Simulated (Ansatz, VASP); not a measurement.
# SnO2: VASP beside Ansatz

```
Sn O
1.0
     0.00000    2.53347    2.62467
     2.53347    0.00000    2.62467
     2.53347    2.53347    0.00000
Sn O
1 2
Cartesian
  0.0000 0.0000 0.0000
  1.2667 1.2667 1.3123
  3.8002 3.8002 3.9370
```

Change from the starting cell: uniaxial_z strain +3.6%.

Alike in both runs: task single point; functional r2SCAN; k mesh 8 × 8 × 8; occupations fermi-dirac, width 0.02 eV; no spin polarisation.

|  | VASP | Ansatz |
| --- | --- | --- |
| version | VASP 6.6.1 | Ansatz 0.2.0 |
| potentials or method | VASP PAW PBE potentials, release 64 (Sn_d, O) | plane waves, PAW |
| plane-wave cutoff (eV) | 520 | 500 |
| valence electrons in the cell | 26 | 26 |

Ansatz gave:

```
pressure (GPa)                                                : -7.2
traceless stress, the component that is largest in VASP (GPa) : -11.02
```

Problem. What did VASP give for the same quantities?

Solution. Pressure (GPa): -6.1; traceless stress, the component that is largest in VASP (GPa): -11.00.

VASP's potentials were made for PBE, not for r2SCAN.
